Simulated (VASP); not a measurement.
Write the native input for VASP 6.6.1 that does the following.

```yaml
Task: density of states
Functional: LDA
Potentials_or_basis: VASP PAW LDA potentials, release 64 (Be)
Cutoff: 520 eV
k_mesh: 15 × 15 × 15
Occupations: fermi-dirac, width 0.08 eV
Spin: no spin polarisation
Dipole_correction: no
k_mesh_for_the_DOS: 23 × 23 × 23
Occupations_for_the_DOS: tetrahedron
Further_INCAR_settings: ALGO = Normal; EDIFF = 1e-07; NBANDS = 9
```

Crystal: Be.

```
CELL_PARAMETERS angstrom
0.00000 1.77734 1.77734
1.77734 0.00000 1.77734
1.77734 1.77734 0.00000
ATOMIC_POSITIONS crystal
Be 0.87500 0.87500 0.87500
Be 0.12500 0.12500 0.12500
```

This cell differs from its parent crystal: volume scaled by 0.4.

The input as run:

POSCAR

```
Be
1.0
    0.0000000000      1.7773385516      1.7773385516
    1.7773385516      0.0000000000      1.7773385516
    1.7773385516      1.7773385516      0.0000000000
Be
2
Direct
   -0.1250000000     -0.1250000000     -0.1250000000
    0.1250000000      0.1250000000      0.1250000000
```

INCAR.step1

```
SYSTEM = Be
PREC = Accurate ; ENCUT = 520
EDIFF = 1E-7 ; ISMEAR = -1
SIGMA = 0.08 ; LREAL = .False.
LASPH = .True. ; NELM = 60
ALGO = Normal ; ISIF = 2
LWAVE = .False. ; LCHARG = .True.
GGA = CA ; NBANDS = 9
```

KPOINTS.step1

```
regular mesh
0
Gamma
  15 15 15
  0 0 0
```

INCAR.step2

```
SYSTEM = Be
PREC = Accurate ; ENCUT = 520
EDIFF = 1E-7 ; ISMEAR = -5
SIGMA = 0.08 ; LREAL = .False.
LASPH = .True. ; NELM = 60
ALGO = Normal ; ISIF = 2
LWAVE = .False. ; LCHARG = .False.
GGA = CA ; LORBIT = 10
NBANDS = 9 ; NEDOS = 1001
ICHARG = 11
```

KPOINTS.step2

```
regular mesh
0
Gamma
  23 23 23
  0 0 0
```

Potentials or basis: VASP PAW LDA potentials, release 64 (Be).

Run with:

```sh
$ cat potpaw_LDA.64/Be/POTCAR > POTCAR
$ cp INCAR.step1 INCAR
$ cp KPOINTS.step1 KPOINTS
$ mpirun -np 1 vasp_std > vasp.out
$ cp INCAR.step2 INCAR
$ cp KPOINTS.step2 KPOINTS
$ mpirun -np 1 vasp_std > vasp.out
```

It gave:

The valence electrons inside the program's atomic spheres are Be 1.88.

It took 12 s on 1 thread of Intel(R) Xeon(R) 6975P-C (Granite Rapids), on a shared host, peak memory 0.14 GiB.
